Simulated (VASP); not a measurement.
Wanted: the native input for a VASP 6.6.1 run.

* Task: relaxation of cell and atoms
* Functional: PBE
* Potentials or basis: VASP PAW PBE potentials, release 64 (Ba_sv, Pd, Os)
* Cutoff: 600 eV
* k mesh: 4 × 4 × 4
* Occupations: gaussian, width 0.1 eV
* Spin: no spin polarisation
* Dipole correction: no
* Further INCAR settings: ALGO = Normal; EDIFF = 1e-06; IBRION = 2; EDIFFG = -0.04; NSW = 90; ISIF = 3

The structure of Ba3OsPd lies in POSCAR:

```
Ba3OsPd
1.0
    4.9384724157      0.0000000000      0.0000000000
    0.0000000000      4.9384724157      0.0000000000
    0.0000000000      0.0000000000      4.9609435887
Ba Pd Os
3 1 1
Direct
    0.5000000000      0.5000000000      0.0000000000
    0.5000000000      0.0000000000      0.5000000000
    0.0000000000      0.5000000000      0.5000000000
    0.5000000000      0.5000000000      0.5000000000
    0.0000000000      0.0000000000      0.0000000000
```

The input as run:

INCAR

```
SYSTEM = Ba3OsPd
PREC = Accurate
ENCUT = 600
EDIFF = 1E-6
ISMEAR = 0
SIGMA = 0.1
LREAL = .FALSE.
LASPH = .TRUE.
NELM = 60
ALGO = Normal
ISIF = 3
LWAVE = .FALSE.
LCHARG = .FALSE.
GGA = PE
IBRION = 2
NSW = 90
EDIFFG = -0.04
```

KPOINTS

```
regular mesh
0
G
  4 4 4
  0 0 0
```

Potentials or basis: VASP PAW PBE potentials, release 64 (Ba_sv, Pd, Os).

Run with:

```bash
$ cat potpaw_PBE.64/Ba_sv/POTCAR potpaw_PBE.64/Pd/POTCAR potpaw_PBE.64/Os/POTCAR > POTCAR
$ mpirun -np 1 vasp_std > vasp.out
```

It gave:

The relaxed volume is 40.86 Å³/atom and the relaxed cell is a = 5.888 Å, b = 5.888 Å, c = 5.892 Å, α = 90.00°, β = 90.00°, γ = 90.00°. The space group after relaxing (to 0.1 Å) is Pm-3m (No. 221) and the energy gained by relaxing is 1227.5 meV/atom. The ionic steps are 5 and the pressure after relaxing is 0.1 GPa. The band gap on the k mesh is zero (bands 24 and 25 overlap by 0.37 eV).

Caveat: the volume moved by over 15 % at a fixed basis, so the end points are rough; spin-orbit coupling is left out, which moves the levels of the heavy elements.

It took 4.3 min on 1 thread of AMD EPYC 9R45 96-Core Processor (Zen 5), with other jobs on the host, peak memory 0.27 GiB.
